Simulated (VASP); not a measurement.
A run of VASP 6.6.1:

File INCAR:

```
PREC = Accurate ; ENCUT = 520
EDIFF = 1E-6 ; ISMEAR = 0
SIGMA = 0.15 ; LREAL = F
LASPH = T ; NELM = 100
ALGO = Fast ; ISIF = 2
LWAVE = F ; LCHARG = F
GGA = PS ; NBANDS = 16
```

The input KPOINTS:

```
Automatic mesh
0
Gamma
  18 18 18
```

POSCAR

```
AlRu
1.0
    3.1581339715      0.0000000000      0.0000000000
    0.0000000000      3.1581339715      0.0000000000
    0.0000000000      0.0000000000      2.6844138758
Al Ru
1 1
Direct
    0.0000000000      0.0000000000      0.0000000000
    0.5000000000      0.5000000000      0.5000000000
```

Potentials or basis: VASP PAW PBE potentials, release 64 (Al, Ru_pv).

Command:

```sh
$ cat potpaw_PBE.64/Al/POTCAR potpaw_PBE.64/Ru_pv/POTCAR > POTCAR
$ mpirun -np 1 vasp_std > vasp.out
```

Hardware: 1 thread of Intel(R) Xeon(R) 6975P-C (Granite Rapids), with other jobs on the host.

Question: How long does it take, and how much memory?

Answer: It took 64 s on 1 thread of Intel(R) Xeon(R) 6975P-C (Granite Rapids) (shared host), peak memory 0.32 GiB. Counts: scf iterations 13, k points 550.
